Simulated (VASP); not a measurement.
Runs of VASP 6.6.1 on ZrB2. The structure is that of space group P6/mmm (No. 191), or close to it. The cells are those of the table. 

```tsv
task	cell	gap on the mesh (eV)	pressure (GPa)
single point	a = 3.227, b = 3.227, c = 3.589 Å, angles 90.0, 90.0, 120.0°, 3 atoms	none	-19.0
electric field gradients	a = 3.207, b = 3.207, c = 3.566 Å, angles 90.0, 90.0, 120.0°, 3 atoms	none	(a)
electric field gradients	a = 3.186, b = 3.186, c = 3.543 Å, angles 90.0, 90.0, 120.0°, 3 atoms	none	-11.3
electric field gradients	a = 3.100, b = 3.100, c = 3.448 Å, angles 90.0, 90.0, 120.0°, 3 atoms	none	9.6
single point	a = 3.100, b = 3.100, c = 3.448 Å, angles 90.0, 90.0, 120.0°, 3 atoms	none	9.6
```

Alike in all rows: level LDA; potentials or basis VASP PAW LDA potentials, release 64 (Zr_sv, B); no spin polarisation; k mesh 12 × 12 × 9; cutoff (eV) 520; smearing fermi-dirac 0.05 eV.

Problem. Fill in the values left out.

Solution. (a) -15.3.

A k mesh can miss the band edges, and the runs leave out spin-orbit coupling on Zr.

A gap of «none» marks levels without a gap at the run's occupations.
